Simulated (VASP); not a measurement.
CoO:

```
Co O
1.0
    -1.50800    1.50800    2.10725
     1.50800   -1.50800    2.10725
     1.50800    1.50800   -2.10725
Co O
1 1
Direct
  0.00000 0.00000 0.00000
  0.50000 0.50000 0.00000
```

Base run:

* Program: VASP 6.6.1
* Functional: PBEsol
* Potentials or basis: VASP PAW PBE potentials, release 64 (Co, O)
* Cutoff: 520 eV
* k mesh: 9 × 9 × 9
* Occupations: gaussian, width 0.05 eV
* Spin: collinear spin, ferromagnetic start
* Starting moments: [2.96, 0.39] μB
* Fixed moment: 3.3 μB
* Hubbard terms: Co d U = 4.0 eV, J = 0.5 eV

Its results: pressure -1.6 GPa; site moments Co +2.89; O +0.34 μB.

Problem. The run is repeated on the same cell with these changes: fixed moment from 3.3 μB to 3 μB; moments at the start from [2.96, 0.39] to [2.85, 0.25]. What comes out?

Solution. Pressure -8.8 GPa; site moments Co +2.75; O +0.24 μB.

Caveats: the PAW data sets were made with another functional, which shifts forces and pressure a little; the total moment is fixed, so each spin has its own Fermi level; a cell with one magnetic atom can't hold antiferromagnetic order, which such compounds often take.
